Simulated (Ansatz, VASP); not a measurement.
Y in VASP and in Ansatz

The input INCAR:

```
  PREC = Accurate
  ENCUT = 520
  EDIFF = 1E-6
  ISMEAR = 0
  SIGMA = 0.15
  LREAL = F
  LASPH = T
  NELM = 80
  ALGO = Fast
  ISIF = 2
  LWAVE = F
  LCHARG = T
  GGA = PS
  LELF = T
  LVHAR = T
  NBANDS = 12
```

KPOINTS

```
Automatic mesh
0
Gamma
  16 16 16
```

POSCAR

```
Y
1.0
    0.0000000000      2.5471250000      2.4228750000
    2.5471250000      0.0000000000      2.4228750000
    2.5471250000      2.5471250000      0.0000000000
Y
1
Direct
    0.0000000000      0.0000000000      0.0000000000
```

Input for Ansatz:

```yaml
crystal:
  lattice:
    - [0.0, 2.547125, 2.422875]
    - [2.547125, 0.0, 2.422875]
    - [2.547125, 2.547125, 0.0]
  atoms:
    - { symbol: "Y", position: [0.0, 0.0, 0.0] }
basis:
  ecutwfc: 420
kpoints:
  mp_grid: { grid: [16, 16, 16] }
hamiltonian:
  xc: pbesol
scf:
  occupations: { method: gaussian, width: 0.15 }
output:
  forces: true
  stress: true
  eigenvalues: true
  write_density: true
  write_potential: true
  elf: true
  volumetric_format: npy
```

Change from the starting cell: strain +0.025 along x and y, -0.025 along z, atoms carried along.

Alike in both runs: task single point; functional PBEsol; k mesh 16 × 16 × 16; occupations gaussian, width 0.15 eV; no spin polarisation.

|  | VASP | Ansatz |
| --- | --- | --- |
| version | VASP 6.6.1 | Ansatz 0.2.0 |
| potentials or method | VASP PAW PBE potentials, release 64 (Y_sv), cutoff 520 eV | scalar-relativistic, plane waves, PAW |
| valence electrons in the cell | 11 | 11 |

VASP gave:

- gap on the k mesh at the Fermi level (eV): none
- pressure (GPa): -0.9
- traceless stress, the component that is largest in VASP (GPa): 0.90

Problem. Estimate Ansatz's values.

Solution. gap on the k mesh at the Fermi level (eV): none; pressure (GPa): -0.8; traceless stress, the component that is largest in VASP (GPa): 0.89.

VASP's potentials were made for PBE, not for PBEsol. A gap of «none» marks a metal or a gap that the smearing closes. The functional is the same, so the differences come from potentials, cutoffs and numerics.
